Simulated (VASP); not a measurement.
# WC (P-6m2) in VASP: notebook, part 3 of 3

VASP 6.6.1.

## (5) Single point, PBEsol

This run uses another cell than the first one, of 9.84 Å³/atom.

INCAR

```
SYSTEM = WC
  PREC = Accurate
  ENCUT = 520
  EDIFF = 1E-6
  ISMEAR = -1
  SIGMA = 0.05
  LREAL = .FALSE.
  LASPH = .TRUE.
  NELM = 100
  ALGO = Normal
  ISIF = 2
  LWAVE = .FALSE.
  LCHARG = .FALSE.
  GGA = PS
  NBANDS = 16
```

KPOINTS

```
Automatic mesh
0
G
  10 10 9
  0 0 0
```

POSCAR

```
WC
1.0
    2.8529329834      0.0000000000      0.0000000000
   -1.4264664917      2.4707124389      0.0000000000
    0.0000000000      0.0000000000      2.7916523244
W C
1 1
Direct
    0.0000000000      0.0000000000      0.0000000000
    0.6666666667      0.3333333333      0.5000000000
```

Potentials or basis: VASP PAW PBE potentials, release 64 (W_sv, C).

On the command line:

```console
$ cat potpaw_PBE.64/W_sv/POTCAR potpaw_PBE.64/C/POTCAR > POTCAR
$ mpirun -np 1 vasp_std > vasp.out
```

OUTCAR:

```text
SYSTEM = WC
   PREC = Accurate
   ENCUT = 520
   EDIFF = 1E-6
   ISMEAR = -1
   LREAL = .FALSE.
   LASPH = .TRUE.
   NELM = 100
   ISIF = 2
   GGA = PS

 ion  position               nearest neighbor table
   1  0.000  0.000  0.000-   2 2.16   2 2.16   2 2.16   2 2.16   2 2.16   2 2.16
   2  0.667  0.333  0.500-   1 2.16   1 2.16   1 2.16   1 2.16   1 2.16   1 2.16

  LATTYP: Found a hexagonal cell.
 ALAT       =     2.8529329834
 C/A-ratio  =     0.9785201197

  Lattice vectors:
[... 192 lines left out ...]
      5      -3.1353      2.00000
      6       7.0573      2.00000
[... 433 lines left out ...]
      3     -26.2482      2.00000
      4     -26.0721      2.00000
      5       0.5349      2.00000
      6       4.5003      2.00000
[... 8 lines left out ...]
     15      25.8079      0.00000
     16      29.8354      0.00000

 [... further k-points ...]
[... 5 lines left out ...]
  --------------------------------------------------------------------------------------
  -------------------------------------------------------------------------------------
  Total        2.6366763      2.6366763      2.6882241     -0.0000000      0.0000000      0.0000000
  in kB      214.6803509    214.6803509    218.8774187     -0.0000000      0.0000000      0.0000000
  external PRESSURE =     216.0793735 kB  Pullay stress =       0.0000000 kB

 VOLUME and BASIS-vectors are now :
 -----------------------------------------------------------------------------
  energy-cutoff  :      520.00
  volume of cell :       19.68
      direct lattice vectors                 reciprocal lattice vectors
     2.852932983  0.000000000  0.000000000     0.350516471  0.202370779  0.000000000
    -1.426466492  2.470712439  0.000000000     0.000000000  0.404741557  0.000000000
     0.000000000  0.000000000  2.791652324     0.000000000  0.000000000  0.358210796

 POSITION                                       TOTAL-FORCE (eV/Angst)
 -----------------------------------------------------------------------------------
      0.00000      0.00000      0.00000         0.000000     -0.000000      0.000000
      1.42647      0.82357      1.39583        -0.000000      0.000000      0.000000
 -----------------------------------------------------------------------------------
    total drift:                               -0.000000      0.000000      0.000000

  FREE ENERGIE OF THE ION-ELECTRON SYSTEM (eV)
  ---------------------------------------------------
  free  energy   TOTEN  =       -23.8422209607 eV

  energy  without entropy=      -23.8403153451  energy(sigma->0) =      -23.84126815
```

OSZICAR:

```text
N       E                     dE             d eps       ncg     rms          rms(c)
DAV:   1     0.108491191680E+03    0.10849E+03   -0.93658E+03  2240   0.126E+03
DAV:   2    -0.235718400539E+02   -0.13206E+03   -0.12794E+03  2656   0.340E+02
DAV:   3    -0.267179243079E+02   -0.31461E+01   -0.31373E+01  2496   0.497E+01
DAV:   4    -0.267329441878E+02   -0.15020E-01   -0.15019E-01  2888   0.389E+00
DAV:   5    -0.267330477870E+02   -0.10360E-03   -0.10360E-03  2496   0.302E-01    0.368E+01
DAV:   6    -0.239293081398E+02    0.28037E+01   -0.50750E+00  2752   0.248E+01    0.109E+01
DAV:   7    -0.238743209204E+02    0.54987E-01   -0.34385E-01  2320   0.452E+00    0.700E+00
DAV:   8    -0.238432240178E+02    0.31097E-01   -0.49416E-02  2488   0.175E+00    0.984E-01
DAV:   9    -0.238423319566E+02    0.89206E-03   -0.25240E-03  2496   0.352E-01    0.102E-01
DAV:  10    -0.238422241761E+02    0.10778E-03   -0.25423E-04  2640   0.192E-01    0.500E-02
DAV:  11    -0.238422217116E+02    0.24644E-05   -0.15973E-05  2624   0.375E-02    0.726E-03
DAV:  12    -0.238422209607E+02    0.75094E-06   -0.22425E-06  2192   0.122E-02
   1 F= -.23842221E+02 E0= -.23841268E+02  d E =-.190562E-02
```

It took 18 s on 1 thread of Intel Xeon 8259CL, shared host; peak memory 0.15 GiB.

Results:

```
Free energy            : -23.8422 eV
Pressure               : 21.6 GPa
Band gap on the k mesh : zero (bands 9 and 10 overlap by 1.28 eV)
```

Stress tensor (GPa, compression positive):
```
21.47  0.00  0.00
 0.00 21.47  0.00
 0.00  0.00 21.89
```

Levels at points of the mesh, in eV from the Fermi level:
```tsv
k point	band 7	band 8	band 9	band 10	band 11	band 12
(0.00, 0.00, 0.00)	-3.52	-3.52	0.12	3.49	3.49	5.96
(0.50, 0.00, 0.00)	-3.87	-3.83	-0.43	2.51	4.91	5.33
```

Caveat: the cell stands under pressure; the PAW data sets were made with another functional, which shifts forces and pressure a little; spin-orbit coupling is left out, which moves the levels of the heavy elements.

## (6) Single point, PBEsol

This run uses another cell than the first one, of 10.17 Å³/atom.

INCAR

```
SYSTEM = WC
  PREC = Accurate
  ENCUT = 520
  EDIFF = 1E-7
  ISMEAR = -1
  SIGMA = 0.05
  LREAL = .False.
  LASPH = .True.
  NELM = 60
  ALGO = Normal
  ISIF = 2
  LWAVE = .False.
  LCHARG = .False.
  GGA = PS
  NBANDS = 16
```

KPOINTS

```
regular mesh
0
Gamma
  10 10 9
  0 0 0
```

POSCAR

```
WC
1.0
    2.8869597074      0.0000000000      0.0000000000
   -1.4434798537      2.5001804463      0.0000000000
    0.0000000000      0.0000000000      2.8171396333
W C
1 1
Direct
    0.0000000000      0.0000000000      0.0000000000
    0.6666666667      0.3333333333      0.5000000000
```

Potentials or basis: VASP PAW PBE potentials, release 64 (W_sv, C).

On the command line:

```console
$ cat potpaw_PBE.64/W_sv/POTCAR potpaw_PBE.64/C/POTCAR > POTCAR
$ mpirun -np 1 vasp_std > vasp.out
```

Wall time 26 s (1 thread of Intel Xeon 8259CL, shared host); peak memory 0.16 GiB.

It converged, with:

* Free energy: -23.8989 eV
* Pressure: 6.3 GPa
* Band gap on the k mesh: zero (bands 9 and 10 overlap by 1.25 eV)

Stress tensor (GPa, compression positive):
```
6.21 0.00 0.00
0.00 6.21 0.00
0.00 0.00 6.57
```

Levels at points of the mesh, in eV from the Fermi level:
```tsv
k point	band 6	band 7	band 8	band 9	band 10	band 11	band 12	band 13
(0.00, 0.00, 0.00)	-4.44	-3.40	-3.40	0.13	3.34	3.34	5.78	5.78
(0.50, 0.00, 0.00)	-7.12	-3.69	-3.67	-0.44	2.41	4.68	5.06	7.01
```

Caveat: the cell stands under pressure; the PAW data sets were made with another functional, which shifts forces and pressure a little; spin-orbit coupling is left out, which moves the levels of the heavy elements.

## (7) Overview

```csv
cell,gap on the mesh (eV),pressure (GPa)
"a = 2.833, b = 2.833, c = 2.776 Å, angles 90.0, 90.0, 120.0°, 2 atoms",none,31.8
"a = 2.853, b = 2.853, c = 2.792 Å, angles 90.0, 90.0, 120.0°, 2 atoms",none,21.6
"a = 2.887, b = 2.887, c = 2.817 Å, angles 90.0, 90.0, 120.0°, 2 atoms",none,6.3
```

Alike in all rows: task single point; level PBEsol; potentials or basis VASP PAW PBE potentials, release 64 (W_sv, C); no spin polarisation; k mesh 10 × 10 × 9; cutoff (eV) 520; smearing fermi-dirac 0.05 eV.

Caveats: the cell stands under pressure; the PAW data sets were made with another functional, which shifts forces and pressure a little; spin-orbit coupling is left out, which moves the levels of the heavy elements.

Absolute energies hang on the potentials; compare differences alone.
